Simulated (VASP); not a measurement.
A run of VASP 6.6.1:

The input INCAR:

```
  PREC = Accurate
  ENCUT = 520
  EDIFF = 1E-6
  ISMEAR = 0
  SIGMA = 0.01
  LREAL = F
  LASPH = T
  NELM = 60
  ALGO = Normal
  ISIF = 2
  LWAVE = F
  LCHARG = F
  NBANDS = 20
```

Contents of KPOINTS:

```
Automatic mesh
0
Gamma
  6 6 6
```

POSCAR

```
SnO2
1.0
    1.6197806705      0.9351834638      4.8085776853
   -1.6197806705      0.9351834638      4.8085776853
    0.0000000000     -1.8703669275      4.8085776853
Sn O
1 2
Direct
    0.5094200000      0.4755800000      0.5048900000
    0.3016900000      0.2038700000      0.1931600000
    0.8449500000      0.6905000000      0.7700400000
```

Potentials or basis: VASP PAW LDA potentials, release 64 (Sn_d, O).

Run with:

```sh
$ cat potpaw_LDA.64/Sn_d/POTCAR potpaw_LDA.64/O/POTCAR > POTCAR
$ mpirun -np 1 vasp_std > vasp.out
```

Hardware: 1 thread of Intel Xeon 8259CL (shared host).

Problem. How long does it take, and how much memory?

Solution. It took 3.9 min on 1 thread of Intel Xeon 8259CL, on a shared host, peak memory 0.26 GiB. Counts: scf iterations 13, k points 112.
